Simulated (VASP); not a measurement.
# Fe (Im-3m) in VASP: a series of runs

Fe is run at these levels: r2SCAN; tasks: single point, relaxation of cell and atoms.

Everything below comes from runs of VASP 6.6.1. Logs are shortened: lines on timing, memory, paths and dates and some standing lists are left out, and cuts for length are marked.

### Step 1. The cell of the first run

Symmetry: Im-3m, No. 229, cubic system. The conventional cell has a = 2.883 Å, b = 2.883 Å, c = 2.883 Å, α = 90.00°, β = 90.00°, γ = 90.00°. Within 3.3 Å of Fe (site symmetry m-3m) lie 14 Fe at 2.50 to 2.88 Å.

### Step 2. Single point, r2SCAN, collinear spin, antiferromagnetic start

File POSCAR:

```
Fe
1.0
    2.8834781583      0.0000000000      0.0000000000
    0.0000000000      2.8834781583      0.0000000000
    0.0000000000      0.0000000000      2.8834781583
Fe
2
Direct
    0.0000000000      0.0000000000      0.0000000000
    0.5000000000      0.5000000000      0.5000000000
```

File INCAR.step1:

```
SYSTEM = Fe
ALGO     = Normal         ! electronic algorithm
EDIFF    = 1E-4           ! SCF threshold, eV
ENCUT    = 520            ! plane-wave cutoff, eV
GGA      = PE             ! functional
ISMEAR   = -1             ! smearing method
ISPIN    = 2              ! spin polarisation
LASPH    = .True.         ! aspherical terms in the spheres
LCHARG   = .False.        ! write CHGCAR
LMAXMIX  = 4              ! l up to which the mixer works
LREAL    = .False.        ! projectors in reciprocal space
LWAVE    = .True.         ! write WAVECAR
MAGMOM   = 2.38 -2.38     ! initial moments
NBANDS   = 19             ! bands
NELM     = 150            ! most SCF steps
PREC     = Accurate       ! precision mode
SIGMA    = 0.05           ! smearing width, eV
```

File INCAR.step2:

```
SYSTEM = Fe
ALGO     = Normal         ! electronic algorithm
EDIFF    = 1E-7           ! SCF threshold, eV
ENCUT    = 520            ! plane-wave cutoff, eV
ISIF     = 2              ! what is computed and relaxed
ISMEAR   = -1             ! smearing method
ISPIN    = 2              ! spin polarisation
ISTART   = 1            
LASPH    = .True.         ! aspherical terms in the spheres
LCHARG   = .False.        ! write CHGCAR
LMAXMIX  = 4              ! l up to which the mixer works
LMIXTAU  = .True.       
LORBIT   = 11             ! projections on sites
LREAL    = .False.        ! projectors in reciprocal space
LWAVE    = .False.        ! write WAVECAR
MAGMOM   = 2.38 -2.38     ! initial moments
METAGGA  = R2SCAN         ! meta-GGA
NBANDS   = 19             ! bands
NELM     = 150            ! most SCF steps
PREC     = Accurate       ! precision mode
SIGMA    = 0.05           ! smearing width, eV
```

File KPOINTS:

```
k-points
0
Gamma
  18 18 18
  0 0 0
```

Potentials or basis: VASP PAW PBE potentials, release 64 (Fe).

The run is started by

```sh
> cat potpaw_PBE.64/Fe/POTCAR > POTCAR
> cp INCAR.step1 INCAR
> mpirun -np 1 vasp_std > vasp.out
> cp INCAR.step2 INCAR
> mpirun -np 1 vasp_std > vasp.out
```

OUTCAR:

```text
SYSTEM = Fe
   EDIFF = 1E-7
   ENCUT = 520
   ISIF = 2
   ISMEAR = -1
   ISPIN = 2
   ISTART = 1
   LASPH = .True.
   LORBIT = 11
   LREAL = .False.
   METAGGA = R2SCAN
   NELM = 150
   PREC = Accurate

 ion  position               nearest neighbor table
   1  0.000  0.000  0.000-   2 2.50   2 2.50   2 2.50   2 2.50   2 2.50   2 2.50   2 2.50   2 2.50

   2  0.500  0.500  0.500-   1 2.50   1 2.50   1 2.50   1 2.50   1 2.50   1 2.50   1 2.50   1 2.50

  LATTYP: Found a simple cubic cell.
 ALAT       =     2.8834781583

  Lattice vectors:

 A1 = (   2.8834781583,   0.0000000000,   0.0000000000)
 A2 = (   0.0000000000,   2.8834781583,   0.0000000000)
 A3 = (   0.0000000000,   0.0000000000,   2.8834781583)

Analysis of symmetry for initial positions (statically):
=====================================================================
 Subroutine PRICEL returns following result:

  LATTYP: Found a body centered cubic cell.
 ALAT       =     2.8834781583

  Lattice vectors:

 A1 = (   1.4417390791,   1.4417390791,  -1.4417390791)
 A2 = (  -1.4417390791,   1.4417390791,   1.4417390791)
 A3 = (   1.4417390791,  -1.4417390791,   1.4417390791)

   2 primitive cells build up your supercell.

 Routine SETGRP: Setting up the symmetry group for a
 simple cubic supercell.

 Subroutine GETGRP returns: Found 48 space group operations
 (whereof 48 operations were pure point group operations)
 out of a pool of 48 trial point group operations.

The static configuration has the point symmetry O_h .

Analysis of symmetry for dynamics (positions and initial velocities):
=====================================================================
 Subroutine PRICEL returns following result:

  LATTYP: Found a body centered cubic cell.
 ALAT       =     2.8834781583

  Lattice vectors:

 A1 = (   1.4417390791,   1.4417390791,  -1.4417390791)
 A2 = (  -1.4417390791,   1.4417390791,   1.4417390791)
 A3 = (   1.4417390791,  -1.4417390791,   1.4417390791)

   2 primitive cells build up your supercell.

 Routine SETGRP: Setting up the symmetry group for a
 simple cubic supercell.

 Subroutine GETGRP returns: Found 48 space group operations
 (whereof 48 operations were pure point group operations)
 out of a pool of 48 trial point group operations.

The dynamic configuration has the point symmetry O_h .

Analysis of structural, dynamic, and magnetic symmetry:
=====================================================================
 Subroutine PRICEL returns following result:

  LATTYP: Found a body centered cubic cell.
 ALAT       =     2.8834781583

  Lattice vectors:

 A1 = (   1.4417390791,   1.4417390791,  -1.4417390791)
 A2 = (  -1.4417390791,   1.4417390791,   1.4417390791)
 A3 = (   1.4417390791,  -1.4417390791,   1.4417390791)

   2 primitive cells build up your supercell.

 Routine SETGRP: Setting up the symmetry group for a
 simple cubic supercell.

 Subroutine GETGRP returns: Found 48 space group operations
 (whereof 48 operations were pure point group operations)
 out of a pool of 48 trial point group operations.

The overall configuration has the point symmetry O_h .

 Subroutine INISYM returns: Found 48 space group operations
 (whereof 48 operations are pure point group operations),
 and found     2 'primitive' translations

----------------------------------------------------------------------------------------

                                     Primitive cell

  volume of cell :      11.9873

  direct lattice vectors                    reciprocal lattice vectors
     1.441739079  1.441739079 -1.441739079     0.346803390  0.346803390  0.000000000
    -1.441739079  1.441739079  1.441739079     0.000000000  0.346803390  0.346803390
     1.441739079 -1.441739079  1.441739079     0.346803390  0.000000000  0.346803390

  length of vectors
     2.497165336  2.497165336  2.497165336     0.490454057  0.490454057  0.490454057

  position of ions in fractional coordinates (direct lattice)
     0.000000000  0.000000000  0.000000000

  ion indices of the primitive-cell ions
   primitive index   ion index
                 1           1

----------------------------------------------------------------------------------------

 KPOINTS: k-points

Automatic generation of k-mesh.
 Grid dimensions read from file:
 generate k-points for:   18   18   18

 Generating k-lattice:

  Cartesian coordinates                     Fractional coordinates (reciprocal lattice)
     0.019266855  0.000000000  0.000000000     0.055555556  0.000000000  0.000000000
     0.000000000  0.019266855  0.000000000     0.000000000  0.055555556  0.000000000
     0.000000000  0.000000000  0.019266855     0.000000000  0.000000000  0.055555556

  Length of vectors
     0.019266855  0.019266855  0.019266855

  Shift w.r.t. Gamma in fractional coordinates (k-lattice)
     0.000000000  0.000000000  0.000000000

 Subroutine IBZKPT returns following result:
 ===========================================

[... 33 lines left out ...]
   LREAL  =      F    real-space projection
   EDIFFG = 0.1E-05   stopping-criterion for IOM
   NSW    =      0    number of steps for IOM
   IBRION =     -1    ionic relax: 0-MD 1-quasi-New 2-CG
   NFREE  =      0    steps in history (QN), initial steepest desc. (CG)
   ISIF   =      2    stress and relaxation
   ISYM   =      2    0-nonsym 1-usesym 2-fastsym
   POTIM  = 0.5000    time-step for ionic-motion
   TEBEG  =    0.0;   TEEND  =   0.0 temperature during run
   PSTRESS=    0.0 pullay stress
   NELECT =      16.0000    total number of electrons
   NUPDOWN=      -1.0000    fix difference up-down
   EMIN   =  10.00;   EMAX   =-10.00  energy-range for DOS
   EFERMI =   0.00;   METHOD = LEGACY
   ISMEAR =    -1;   SIGMA  =   0.05  broadening in eV -4-tet -1-fermi 0-gaus
   EFERMI_NEDOS =   21; number of points for ismear=-14 and -15
   IALGO  =     38    algorithm
   IMIX   =      4    mixing-type and parameters
     AMIX     =   0.40;   BMIX     =  1.00
     AMIX_MAG =   1.60;   BMIX_MAG =  1.00
  volume/ion in A,a.u.               =      11.99        80.89
  Fermi-wavevector in a.u.,A,eV,Ry     =   1.430644  2.703525 27.847608  2.046741
  Thomas-Fermi vector in A             =   2.550467
   LORBIT       =     11    0 simple, 1 ext, 2 COOP (PROOUT), +10 PAW based schemes
   METAGGA = R2SCAN    functional components
   LHFCALC =     F    Hartree Fock is set to
   AEXX    =    0.0000 exact exchange contribution
   IVDW    =     0    specifies the selected vdW correction
   LEPSILON=     F    determine dielectric tensor
   LRPA    =     F    only Hartree local field effects (RPA)
 spin polarized calculation
  energy-cutoff  :      520.00
  volume of cell :       23.97
 maximum number of plane-waves:       663
 NGX is ok and might be reduce to    24
   NGX = 11   NGY = 11   NGZ = 11

 number of electron      15.9999986 magnetization       0.0000000

 number of electron      15.9999986 magnetization      -0.0000000

 Free energy of the ion-electron system (eV)
  ---------------------------------------------------
  ext. energy  EPLUGINS =         0.00000000
  ---------------------------------------------------
  free energy    TOTEN  =       -27.30275698 eV

  energy without entropy =      -27.27929123  energy(sigma->0) =      -27.29102410

 E-fermi :   5.9246     XC(G=0): -13.8926

 val. band max:        5.9192223086   @ k =   0.2222   0.0556   0.0000
 cond. band min:       5.9268568834   @ k =   0.3889   0.1111   0.0556
 fundamental gap:      0.0076345747
 Fermi energy:         5.9246240713

 spin component 1

 k-point     1 :       0.0000    0.0000    0.0000
  band No.  band energies     occupation
      1      -3.3585      1.00000
      2       0.7931      1.00000
      3       0.7933      1.00000
      4       3.3378      1.00000
      5       3.3378      1.00000
      6       3.3379      1.00000
[... 505 lines left out ...]
      6       3.5910      1.00000
[... 11 lines left out ...]
     18      26.5555      0.00000
     19      26.6336      0.00000

 [... further k-points ...]

 spin component 2

 k-point     1 :       0.0000    0.0000    0.0000
  band No.  band energies     occupation
      1      -3.3585      1.00000
      2       0.7931      1.00000
      3       0.7933      1.00000
      4       3.3378      1.00000
      5       3.3378      1.00000
      6       3.3379      1.00000
[... 505 lines left out ...]
      6       3.5910      1.00000
[... 11 lines left out ...]
     18      26.5555      0.00000
     19      26.6336      0.00000

 [... further k-points ...]

------------------------ aborting loop because EDIFF is reached ----------------------------------------

  FORCE on cell =-STRESS in cart. coord.  units (eV):
  Direction    XX          YY          ZZ          XY          YZ          ZX
  --------------------------------------------------------------------------------------
  -------------------------------------------------------------------------------------
  Total        0.0128184      0.0128184      0.0128184      0.0000000     -0.0000000     -0.0000000
  in kB        0.8566293      0.8566293      0.8566293      0.0000000     -0.0000000     -0.0000000
  external PRESSURE =       0.8566293 kB  Pullay stress =       0.0000000 kB

 VOLUME and BASIS-vectors are now :
 -----------------------------------------------------------------------------
  energy-cutoff  :      520.00
  volume of cell :       23.97
      direct lattice vectors                 reciprocal lattice vectors
     2.883478158  0.000000000  0.000000000     0.346803390  0.000000000  0.000000000
     0.000000000  2.883478158  0.000000000     0.000000000  0.346803390  0.000000000
     0.000000000  0.000000000  2.883478158     0.000000000  0.000000000  0.346803390

 POSITION                                       TOTAL-FORCE (eV/Angst)
 -----------------------------------------------------------------------------------
      0.00000      0.00000      0.00000         0.000000     -0.000000      0.000000
      1.44174      1.44174      1.44174        -0.000000      0.000000     -0.000000
 -----------------------------------------------------------------------------------
    total drift:                                0.000000      0.000000     -0.000000

  FREE ENERGIE OF THE ION-ELECTRON SYSTEM (eV)
  ---------------------------------------------------
  free  energy   TOTEN  =       -27.3027569824 eV

  energy  without entropy=      -27.2792912255  energy(sigma->0) =      -27.29102410

 total charge

# of ion       s       p       d       tot
------------------------------------------
    1        0.495   0.568   6.120   7.182
    2        0.495   0.568   6.120   7.182
--------------------------------------------------
tot          0.989   1.135  12.239  14.364

 magnetization (x)

# of ion       s       p       d       tot
------------------------------------------
    1        0.054   0.060   2.322   2.435
    2       -0.054  -0.060  -2.322  -2.435
--------------------------------------------------
tot          0.000   0.000   0.000   0.000
```

Wall time 8.7 min (1 thread of AMD EPYC 9R45 (Zen 5), shared host); peak memory 0.23 GiB.

What came out:

```
Free energy                                           : -27.3028 eV
Pressure                                              : 0.1 GPa
Band gap on the k mesh                                : zero (filled and empty bands overlap)
Net moment                                            : 0.00 μB per cell
Site moments                                          : Fe +2.44, -2.44 μB
Valence electrons inside the program's atomic spheres : Fe 7.18
```

Levels at points of the mesh, in eV from the Fermi level:
Spin up:
| k point | band 4 | band 5 | band 6 | band 7 | band 8 | band 9 | band 10 | band 11 | band 12 | band 13 |
| --- | --- | --- | --- | --- | --- | --- | --- | --- | --- | --- |
| (0.00, 0.00, 0.00) | -2.59 | -2.59 | -2.59 | 0.47 | 0.47 | 0.73 | 0.73 | 0.73 | 9.27 | 9.27 |
| (0.50, 0.00, 0.00) | -2.78 | -2.78 | -2.08 | -1.16 | -0.74 | -0.73 | -0.36 | 0.18 | 2.76 | 16.37 |
| (0.50, 0.50, 0.00) | -3.57 | -2.38 | -1.45 | -0.30 | -0.30 | 0.84 | 0.84 | 1.03 | 2.29 | 7.02 |
| (0.50, 0.50, 0.50) | -2.62 | -2.62 | -2.62 | -2.35 | -2.35 | 2.33 | 2.33 | 8.13 | 8.13 | 8.14 |
Spin down:
```csv
k point,band 5,band 6,band 7,band 8,band 9,band 10,band 11,band 12
"(0.00, 0.00, 0.00)",-2.59,-2.59,0.47,0.47,0.73,0.73,0.73,9.27
"(0.50, 0.00, 0.00)",-2.78,-2.08,-1.16,-0.74,-0.73,-0.36,0.18,2.76
"(0.50, 0.50, 0.00)",-2.38,-1.45,-0.30,-0.30,0.84,0.84,1.03,2.29
"(0.50, 0.50, 0.50)",-2.62,-2.62,-2.35,-2.35,2.33,2.33,8.13,8.13
```

Caveat: the antiferromagnetic order is the one typed at the start, and another may lie lower; the PAW data sets were made with another functional, which shifts forces and pressure a little.

### Step 3. Relaxation of cell and atoms, r2SCAN, collinear spin, antiferromagnetic start

This run uses another cell than the first one, of 11.78 Å³/atom.

File POSCAR:

```
Fe
1.0
    2.8665000000      0.0000000000      0.0000000000
    0.0000000000      2.8665000000      0.0000000000
    0.0000000000      0.0000000000      2.8665000000
Fe
2
Direct
    0.0000000000      0.0000000000      0.0000000000
    0.5000000000      0.5000000000      0.5000000000
```

File INCAR.step1:

```
SYSTEM = Fe
  ALGO = Normal
  EDIFF = 1E-4
  ENCUT = 600
  GGA = PE
  ISMEAR = -1
  ISPIN = 2
  LASPH = .TRUE.
  LCHARG = .FALSE.
  LMAXMIX = 4
  LREAL = .FALSE.
  LWAVE = .TRUE.
  MAGMOM = 2.5 -2.5
  NELM = 150
  PREC = Accurate
  SIGMA = 0.05
```

File INCAR.step2:

```
SYSTEM = Fe
  ALGO = Normal
  EDIFF = 1E-7
  EDIFFG = -0.01
  ENCUT = 600
  IBRION = 2
  ISIF = 3
  ISMEAR = -1
  ISPIN = 2
  ISTART = 1
  LASPH = .TRUE.
  LCHARG = .FALSE.
  LMAXMIX = 4
  LMIXTAU = .TRUE.
  LORBIT = 11
  LREAL = .FALSE.
  LWAVE = .FALSE.
  MAGMOM = 2.5 -2.5
  METAGGA = R2SCAN
  NELM = 150
  NSW = 80
  PREC = Accurate
  SIGMA = 0.05
```

File KPOINTS:

```
k-points
0
G
  11 11 11
  0 0 0
```

Potentials or basis: VASP PAW PBE potentials, release 64 (Fe).

The run is started by

```sh
> cat potpaw_PBE.64/Fe/POTCAR > POTCAR
> cp INCAR.step1 INCAR
> mpirun -np 1 vasp_std > vasp.out
> cp INCAR.step2 INCAR
> mpirun -np 1 vasp_std > vasp.out
```

Run time: 3.3 min. Hardware: 1 thread of AMD EPYC 9R45 (Zen 5), shared host; peak memory 0.15 GiB.

It converged, with:

```yaml
Free_energy: -27.3033 eV
Relaxed_volume: 11.99 Å³/atom
Relaxed_cell: a = 2.883 Å, b = 2.883 Å, c = 2.883 Å, α = 90.00°, β = 90.00°, γ = 90.00°
Space_group_after_relaxing_to_0.1_Å: Im-3m (No. 229)
Energy_gained_by_relaxing: 1.3 meV/atom
Ionic_steps: 3
Pressure_after_relaxing: 0.0 GPa
Band_gap_on_the_k_mesh: zero (filled and empty bands overlap)
Net_moment: 0.00 μB per cell
Site_moments: Fe +2.44, -2.44 μB
Valence_electrons_inside_the_program's_atomic_spheres: Fe 7.18
```

The path:
| step | energy change (eV) | largest force (eV/Å) | pressure (GPa) | volume (Å³) |
| --- | --- | --- | --- | --- |
| 1 | 0.0000 | 0.0000 | 2.00 | 23.55 |
| 2 | -0.0024 | 0.0000 | -0.35 | 24.06 |
| 3 | -0.0025 | 0.0000 | 0.02 | 23.97 |

Final structure:
```
Fe
1.0
     2.88333    0.00000    0.00000
     0.00000    2.88333    0.00000
     0.00000    0.00000    2.88333
Fe
2
Direct
  0.00000 0.00000 0.00000
  0.50000 0.50000 0.50000
```

Levels at points of the mesh, in eV from the Fermi level:
Spin up:
```csv
k point,band 4,band 5,band 6,band 7,band 8,band 9,band 10,band 11,band 12
"(0.00, 0.00, 0.00)",-2.59,-2.59,-2.59,0.47,0.47,0.74,0.74,0.74,9.28
```
Spin down:
| k point | band 6 | band 7 | band 8 | band 9 | band 10 | band 11 |
| --- | --- | --- | --- | --- | --- | --- |
| (0.00, 0.00, 0.00) | -2.59 | 0.47 | 0.47 | 0.74 | 0.74 | 0.74 |

Caveat: the antiferromagnetic order is the one typed at the start, and another may lie lower; the PAW data sets were made with another functional, which shifts forces and pressure a little.

### Step 4. Single point, r2SCAN, collinear spin, ferromagnetic start (11.81 Å³/atom)

File POSCAR:

```
Fe
1.0
   -1.4345540701      1.4345540701      1.4345540701
    1.4345540701     -1.4345540701      1.4345540701
    1.4345540701      1.4345540701     -1.4345540701
Fe
1
Direct
    0.0000000000      0.0000000000      0.0000000000
```

File INCAR.step1:

```
SYSTEM = Fe
PREC = Accurate
ENCUT = 520
ISMEAR = -1
SIGMA = 0.05
LREAL = .FALSE.
LASPH = .TRUE.
NELM = 150
ISPIN = 2
MAGMOM = 2.804
LMAXMIX = 4
NBANDS = 14
GGA = PE
ALGO = Normal
EDIFF = 1E-4
LWAVE = .TRUE.
LCHARG = .FALSE.
```

File INCAR.step2:

```
SYSTEM = Fe
PREC = Accurate
ENCUT = 520
EDIFF = 1E-6
ISMEAR = -1
SIGMA = 0.05
LREAL = .FALSE.
LASPH = .TRUE.
NELM = 150
ALGO = Normal
ISIF = 2
LWAVE = .FALSE.
LCHARG = .TRUE.
ISPIN = 2
MAGMOM = 2.804
LORBIT = 11
LMAXMIX = 4
METAGGA = R2SCAN
LMIXTAU = .TRUE.
LELF = .TRUE.
LVHAR = .TRUE.
NBANDS = 14
ISTART = 1
```

File KPOINTS:

```
regular mesh
0
G
  25 25 25
  0 0 0
```

The run is started by

```sh
> cat potpaw_PBE.64/Fe/POTCAR > POTCAR
> cp INCAR.step1 INCAR
> mpirun -np 1 vasp_std > vasp.out
> cp INCAR.step2 INCAR
> mpirun -np 1 vasp_std > vasp.out
```

Wall time 6.9 min (1 thread of Intel Xeon Platinum 8259CL at 2.50GHz (Skylake/Cascade Lake), shared host); peak memory 0.22 GiB.

The run converged. Its results:

```
Free energy                                           : -14.3617 eV
Pressure                                              : -1.1 GPa
Net moment                                            : 2.65 μB per cell
Site moments                                          : Fe +2.72 μB
Valence electrons inside the program's atomic spheres : Fe 7.19
```

Levels at points of the mesh, in eV from the Fermi level:
Spin up:
```csv
k point,band 1,band 2,band 3,band 4,band 5,band 6,band 7,band 8,band 9,band 10
"(0.00, 0.00, 0.00)",-8.48,-3.07,-3.07,-3.07,-1.87,-1.87,25.60,25.60,25.60,30.42
```
Spin down:
```csv
k point,band 1,band 2,band 3,band 4,band 5,band 6
"(0.00, 0.00, 0.00)",-9.11,0.35,0.35,0.35,2.56,2.56
```

Caveat: the PAW data sets were made with another functional, which shifts forces and pressure a little.

### Step 5. Summary

```tsv
task	spin	cell	k mesh	cutoff (eV)	gap on the mesh (eV)	pressure (GPa)	moment (μB)
single point	collinear, antiferromagnetic start	a = 2.883 Å, 2 atoms, atomic positions A	18 × 18 × 18	520	none	0.1	0.00
relaxation of cell and atoms	collinear, antiferromagnetic start	relaxed from a = 2.866 Å, 2 atoms, atomic positions A	11 × 11 × 11	600	none	0.0	0.00
single point	collinear, ferromagnetic start	a = 2.485 Å, angles 109.5°, 1 atom, atomic positions B	25 × 25 × 25	520	none	-1.1	2.65
```

Alike in all rows: level r2SCAN; potentials or basis VASP PAW PBE potentials, release 64 (Fe); smearing fermi-dirac 0.05 eV.

Caveats: the PAW data sets were made with another functional, which shifts forces and pressure a little; the antiferromagnetic order is the one typed at the start, and another may lie lower (at least some runs).

Total energies depend on the potentials used, so only differences within one code and one set of settings carry meaning.
